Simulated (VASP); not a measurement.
GaCo, 2 atoms in the cell. The structure is cubic, space group Pm-3m (No. 221). Conventional cell: a = 2.768 Å, b = 2.768 Å, c = 2.768 Å, α = 90.00°, β = 90.00°, γ = 90.00°. Ga (site symmetry m-3m) has 8 Co at 2.40 Å and 6 Ga at 2.77 Å within 3.2 Å. Within 3.2 Å of Co (site symmetry m-3m) lie 8 Ga at 2.40 Å and 6 Co at 2.77 Å.  This cell differs from its parent crystal: strain -0.040 along x and y, -0.040 along z.

| Item | Value |
| --- | --- |
| Program | VASP 6.6.1 |
| Task | single point |
| Functional | PBEsol |
| Potentials or basis | VASP PAW PBE potentials, release 64 (Ga_d, Co) |
| Cutoff | 520 eV |
| k mesh | 16 × 16 × 16 |
| Occupations | gaussian, width 0.15 eV |
| Spin | no spin polarisation |
| Dipole correction | no |
| Further INCAR settings | ALGO = Normal; EDIFF = 1e-06; NBANDS = 18 |

Potentials or basis: VASP PAW PBE potentials, release 64 (Ga_d, Co).

Command:

```sh
$ cat potpaw_PBE.64/Ga_d/POTCAR potpaw_PBE.64/Co/POTCAR > POTCAR
$ mpirun -np 1 vasp_std > vasp.out
```

Hardware: 1 thread of AMD EPYC 9R45 (Zen 5) (shared host).

Question: How long does it take, and how much memory?

Answer: Wall time 29 s on 1 thread of AMD EPYC 9R45 (Zen 5) (shared host), peak memory 0.15 GiB. Counts: scf iterations 12, k points 165.
